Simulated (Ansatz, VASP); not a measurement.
CsI: VASP beside Ansatz

```xyz
2
Lattice="4.6081 0.0000 0.0000 0.0000 4.6081 0.0000 0.0000 0.0000 4.6081" Properties=species:S:1:pos:R:3 pbc="T T T"
Cs    0.0000    0.0000    0.0000
I     2.3040    2.3040    2.3040
```

Alike in both runs: task single point; functional r2SCAN; k mesh 4 × 4 × 4; no spin polarisation.

```csv
,VASP,Ansatz
version,VASP 6.6.1,Ansatz 0.2.0
potentials or method,"VASP PAW PBE potentials, release 64 (Cs_sv, I)","plane waves, PAW"
plane-wave cutoff (eV),550,500
occupations,"gaussian, width 0.01 eV",fixed
valence electrons in the cell,16,26
```

Ansatz gave:

| Item | Value |
| --- | --- |
| gap on the k mesh at the Fermi level (eV) | 4.52 |

Problem. Which values does VASP return?

Solution. gap on the k mesh at the Fermi level (eV): 4.50.

VASP's potentials were made for PBE, not for r2SCAN. VASP's potentials hold 16 valence electrons a cell and Ansatz's 26, so a difference there can come from the potentials and not from the codes.

Spin-orbit coupling is off throughout.
